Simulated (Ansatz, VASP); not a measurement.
NaCl in VASP and in Ansatz

```
Na Cl
1.0
     0.00000    2.71862    2.83933
     2.71862    0.00000    2.83933
     2.71862    2.71862    0.00000
Na Cl
1 1
Cartesian
  0.0000 0.0000 0.0000
  2.7186 2.7186 2.8393
```

Change from the starting cell: epitaxial_xy strain -3.0%.

Alike in both runs: task single point; functional HSE06; k mesh 6 × 6 × 6; no spin polarisation.

|  | VASP | Ansatz |
| --- | --- | --- |
| version | VASP 6.6.1 | Ansatz 0.2.0 |
| potentials or method | VASP PAW PBE potentials, release 64 (Na_pv, Cl) | plane waves, PAW |
| plane-wave cutoff (eV) | 520 | 420 |
| occupations | gaussian, width 0.01 eV | fixed |
| valence electrons in the cell | 14 | 16 |

|  | VASP | Ansatz | Ansatz less VASP |
| --- | --- | --- | --- |
| gap on the k mesh at the Fermi level (eV) | 6.74 | 6.75 | +0.009 |
| pressure (GPa) | 2.4 | 2.3 | -0.04 |
| traceless stress, the component that is largest in VASP (GPa) | -1.59 | -1.57 | +0.024 |

VASP's potentials hold 14 valence electrons a cell and Ansatz's 16, so a difference there can come from the potentials and not from the codes. Ansatz's warnings: stress exchange threshold loose, stress scf threshold loose.
